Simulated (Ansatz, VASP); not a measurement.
# One calculation of MgO, two programs

```
Mg O
1.0
     2.97668    0.00000    0.00000
    -1.48834    2.57788    0.00000
     0.00000    0.00000    2.71494
Mg O
1 1
Direct
  0.00000 0.00000 0.00000
  0.33333 0.66667 0.50000
```

Change from the starting cell: volume scaled by 1.04.

Alike in both runs: task single point; functional PBEsol; k mesh 10 × 10 × 10; occupations fermi-dirac, width 0.05 eV; no spin polarisation.

|  | VASP | Ansatz |
| --- | --- | --- |
| version | VASP 6.6.1 | Ansatz 0.2.0 |
| potentials or method | VASP PAW PBE potentials, release 64 (Mg, O), cutoff 520 eV | all-electron LAPW, scalar-relativistic |

Ansatz gave:

| Property | Result |
| --- | --- |
| gap on the k mesh at the Fermi level (eV) | 2.65 |
| least direct gap on the mesh (eV) | 3.04 |
| pressure (GPa) | -8.5 |
| traceless stress, the component that is largest in VASP (GPa) | -0.92 |

Question: What did VASP give for the same quantities?

Answer: gap on the k mesh at the Fermi level (eV): 2.65; least direct gap on the mesh (eV): 3.04; pressure (GPa): -9.0; traceless stress, the component that is largest in VASP (GPa): -1.00.

VASP's potentials were made for PBE, not for PBEsol. Ansatz ran all-electron here, and VASP with PAW potentials.
